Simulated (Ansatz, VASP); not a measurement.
One calculation of Nb, two programs

INCAR

```
SYSTEM = Nb
  PREC = Accurate
  ENCUT = 520
  EDIFF = 1E-6
  ISMEAR = 0
  SIGMA = 0.15
  LREAL = .FALSE.
  LASPH = .TRUE.
  NELM = 60
  ALGO = Fast
  ISIF = 2
  LWAVE = .FALSE.
  LCHARG = .FALSE.
  GGA = PS
  NBANDS = 12
```

File KPOINTS:

```
Automatic mesh
0
G
  20 20 20
  0 0 0
```

Contents of POSCAR:

```
Nb
1.0
   -1.6639500000      1.6639500000      1.6889092500
    1.6639500000     -1.6639500000      1.6889092500
    1.6639500000      1.6639500000     -1.6889092500
Nb
1
Direct
    0.0000000000      0.0000000000      0.0000000000
```

Input for Ansatz:

```yaml
crystal:
  lattice:
    - [-1.66395, 1.66395, 1.68890925]
    - [1.66395, -1.66395, 1.68890925]
    - [1.66395, 1.66395, -1.68890925]
  atoms:
    - { symbol: Nb, position: [0.0, 0.0, 0.0] }
basis:
  ecutwfc: 420
kpoints:
  mp_grid: { grid: [20, 20, 20] }
hamiltonian:
  xc: pbesol
scf:
  occupations: { method: gaussian, width: 0.15 }
output:
  forces: true
  stress: true
  eigenvalues: true
```

Change from the starting cell: strain +0.000 along x and y, +0.015 along z, atoms carried along.

Alike in both runs: task single point; functional PBEsol; k mesh 20 × 20 × 20; occupations gaussian, width 0.15 eV; no spin polarisation.

|  | VASP | Ansatz |
| --- | --- | --- |
| version | VASP 6.6.1 | Ansatz 0.2.0 |
| potentials or method | VASP PAW PBE potentials, release 64 (Nb_sv), cutoff 520 eV | scalar-relativistic, plane waves, PAW |
| valence electrons in the cell | 13 | 13 |

|  | VASP | Ansatz | Ansatz less VASP |
| --- | --- | --- | --- |
| gap on the k mesh at the Fermi level (eV) | none | none | - |
| pressure (GPa) | -10.9 | -10.6 | +0.27 |
| traceless stress, the component that is largest in VASP (GPa) | -1.04 | -1.04 | -0.006 |

VASP's potentials were made for PBE, not for PBEsol. A gap of «none» marks a metal or a gap that the smearing closes.
